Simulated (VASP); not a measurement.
Runs of VASP 6.6.1 on TiPt3. The structure is that of space group Pm-3m (No. 221), or close to it. The cells are those of the table. 

| cell | k mesh | cutoff (eV) | gap on the mesh (eV) | pressure (GPa) |
| --- | --- | --- | --- | --- |
| a = 4.016, b = 3.862, c = 3.862 Å, 4 atoms | 14 × 14 × 14 | 500 | none | (a) |
| a = 3.779 Å, 4 atoms | 12 × 12 × 12 | 520 | none | 31.5 |
| a = 3.860 Å, 4 atoms | 12 × 12 × 12 | 520 | none | 8.5 |
| a = 3.976 Å, 4 atoms | 12 × 12 × 12 | 520 | none | -13.7 |
| a = 3.938 Å, 4 atoms | 12 × 12 × 12 | 520 | none | -7.6 |
| a = 4.016, b = 3.870, c = 3.870 Å, 4 atoms | 14 × 14 × 14 | 500 | none | -3.8 |
| a = 4.025 Å, 4 atoms | 12 × 12 × 12 | 520 | none | (b) |
| a = 3.841, b = 3.914, c = 3.914 Å, 4 atoms | 14 × 14 × 14 | 500 | none | (c) |

Alike in all rows: task single point; level PBEsol; potentials or basis VASP PAW PBE potentials, release 64 (Ti_sv, Pt); no spin polarisation; smearing gaussian 0.1 eV.

Question: Estimate the missing entries.

Answer: (a) -2.7; (b) -20.1; (c) 1.9.

Caveats: the PAW data sets were made with another functional, which shifts forces and pressure a little; spin-orbit coupling is left out, which moves the levels of the heavy elements; the cell stands under tension (at least some runs); the cell stands under pressure (at least some runs); the stress differs along the axes, from -8 to -0 GPa (at least some runs); the stress differs along the axes, from -8 to -2 GPa (at least some runs).

A k mesh can miss the band edges, and the runs leave out spin-orbit coupling on Pt.

A gap of «none» marks levels without a gap at the run's occupations.
